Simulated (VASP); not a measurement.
Wanted: the native input for a VASP 6.6.1 run.

- Task: single point
- Functional: PBE
- Dispersion: D3(BJ)
- Potentials or basis: VASP PAW PBE potentials, release 64 (Al)
- Cutoff: 520 eV
- k mesh: 18 × 18 × 6
- Occupations: gaussian, width 0.15 eV
- Spin: no spin polarisation
- Dipole correction: no
- Further INCAR settings: ALGO = Normal; EDIFF = 1e-06; NBANDS = 14

The structure of Al lies in POSCAR:

```
Al
1.0
    2.7848525747      0.0000000000      0.0000000000
   -1.3924262874      2.4117530755      0.0000000000
    0.0000000000      0.0000000000      9.4414856841
Al
4
Direct
    0.0000000000      0.0000000000      0.0000000000
    0.3333333333      0.6666666667      0.2500000000
    0.0000000000      0.0000000000      0.5000000000
    0.6666666667      0.3333333333      0.7500000000
```

This isn't the form of Al at room conditions, which is fcc.

The input as run:

INCAR

```
ALGO     = Normal         # electronic algorithm
EDIFF    = 1E-6           # SCF threshold, eV
ENCUT    = 520            # plane-wave cutoff, eV
GGA      = PE             # functional
ISIF     = 2              # what is computed and relaxed
ISMEAR   = 0              # smearing method
IVDW     = 12             # dispersion correction
LASPH    = T              # aspherical terms in the spheres
LCHARG   = F              # write CHGCAR
LREAL    = F              # projectors in reciprocal space
LWAVE    = F              # write WAVECAR
NBANDS   = 14             # bands
NELM     = 60             # most SCF steps
PREC     = Accurate       # precision mode
SIGMA    = 0.15           # smearing width, eV
```

KPOINTS

```
k-points
0
Gamma
  18 18 6
```

Potentials or basis: VASP PAW PBE potentials, release 64 (Al).

The run is started by

```bash
$ cat potpaw_PBE.64/Al/POTCAR > POTCAR
$ mpirun -np 1 vasp_std > vasp.out
```

It gave:

```
Pressure                   : 0.1 GPa
Band gap on the k mesh     : zero (bands 6 and 7 overlap by 4.97 eV)
Dispersion energy per atom : -0.351 eV
```

Wall time 68 s on 1 thread of Intel Xeon 8259CL, with other jobs on the host, peak memory 0.25 GiB.
